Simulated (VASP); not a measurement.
Here is a VASP 6.6.1 calculation.

The input INCAR:

```
  ALGO = Normal
  EDIFF = 1E-7
  ENCUT = 520
  GGA = RP
  ISIF = 2
  ISMEAR = 0
  LASPH = True
  LCHARG = True
  LELF = True
  LREAL = False
  LVHAR = True
  LWAVE = False
  NBANDS = 25
  NELM = 60
  PREC = Accurate
  SIGMA = 0.1
```

The input KPOINTS:

```
k-points
0
Gamma
  4 4 6
```

File POSCAR:

```
SiO2
1.0
    4.1865000000      0.0000000000      0.0000000000
    0.0000000000      4.1865000000      0.0000000000
    0.0000000000      0.0000000000      2.6684000000
Si O
2 4
Direct
    0.0000000000      0.0000000000      0.0000000000
    0.5000000000      0.5000000000      0.5000000000
    0.3059000000      0.3059000000      0.0000000000
    0.1941000000      0.8059000000      0.5000000000
    0.6941000000      0.6941000000      0.0000000000
    0.8059000000      0.1941000000      0.5000000000
```

Potentials or basis: VASP PAW PBE potentials, release 64 (Si, O).

Command:

```bash
$ cat potpaw_PBE.64/Si/POTCAR potpaw_PBE.64/O/POTCAR > POTCAR
$ mpirun -np 1 vasp_std > vasp.out
```

Task: Estimate the largest force.

Result: 0.088 eV/Å.

Task: What does it give for the pressure?

Result: 14.5 GPa.

Task: Predict the band gap on the k mesh.

Result: 5.61 eV.

Stress tensor (GPa, compression positive):
```
13.84  0.00  0.00
 0.00 13.84  0.00
 0.00  0.00 15.70
```

Caveat: the cell stands under pressure; the PAW data sets were made with another functional, which shifts forces and pressure a little. RPBE gaps usually lie below the measured ones, often by a third to a half.
